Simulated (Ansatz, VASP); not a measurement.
## AlN in VASP and in Ansatz

INCAR

```
  PREC = Accurate
  ENCUT = 520
  EDIFF = 1E-6
  ISMEAR = 0
  SIGMA = 0.01
  LREAL = False
  LASPH = True
  NELM = 60
  ALGO = Normal
  ISIF = 2
  LWAVE = False
  LCHARG = False
  GGA = PE
  NBANDS = 16
```

File KPOINTS:

```
regular mesh
0
Gamma
  9 9 6
```

The input POSCAR:

```
AlN
1.0
    3.1297670776      0.0000000000      0.0000000000
   -1.5648835388      2.7104577972      0.0000000000
    0.0000000000      0.0000000000      5.0173090473
Al N
2 2
Direct
    0.3333333333      0.6666666667      0.0002292401
    0.6666666667      0.3333333333      0.5002292401
    0.3333333333      0.6666666667      0.3817707599
    0.6666666667      0.3333333333      0.8817707599
```

Input for Ansatz:

```yaml
crystal:
  lattice:
    - [3.1297670776, 0.0, 0.0]
    - [-1.5648835388, 2.7104577972, 0.0]
    - [0.0, 0.0, 5.0173090473]
  atoms:
    - { symbol: Al, position: [0.3333333333, 0.6666666667, 0.0002292401] }
    - { symbol: Al, position: [0.6666666667, 0.3333333333, 0.5002292401] }
    - { symbol: "N", position: [0.3333333333, 0.6666666667, 0.3817707599] }
    - { symbol: "N", position: [0.6666666667, 0.3333333333, 0.8817707599] }
basis:
  ecutwfc: 420
  xc_grid: 2
kpoints:
  mp_grid: { grid: [9, 9, 6] }
hamiltonian:
  xc: pbe
  pseudopotentials: { kind: paw, azcp: { folder: soft_1 } }
scf:
  occupations: { method: fixed }
output:
  forces: true
  stress: true
  eigenvalues: true
  polarization: {}
```

Change from the starting cell: polar distortion scaled by 1.00.

Alike in both runs: task single point; functional PBE; k mesh 9 × 9 × 6; no spin polarisation.

|  | VASP | Ansatz |
| --- | --- | --- |
| version | VASP 6.6.1 | Ansatz 0.2.0 |
| potentials or method | VASP PAW PBE potentials, release 64 (Al, N), cutoff 520 eV | scalar-relativistic, plane waves, PAW |
| occupations | gaussian, width 0.01 eV | fixed |
| valence electrons in the cell | 16 | 16 |

```tsv
	VASP	Ansatz	Ansatz less VASP
gap on the k mesh at the Fermi level (eV)	4.05	4.04	-0.009
least direct gap on the mesh (eV)	4.05	4.04	-0.009
pressure (GPa)	-0.2	0.0	+0.17
```
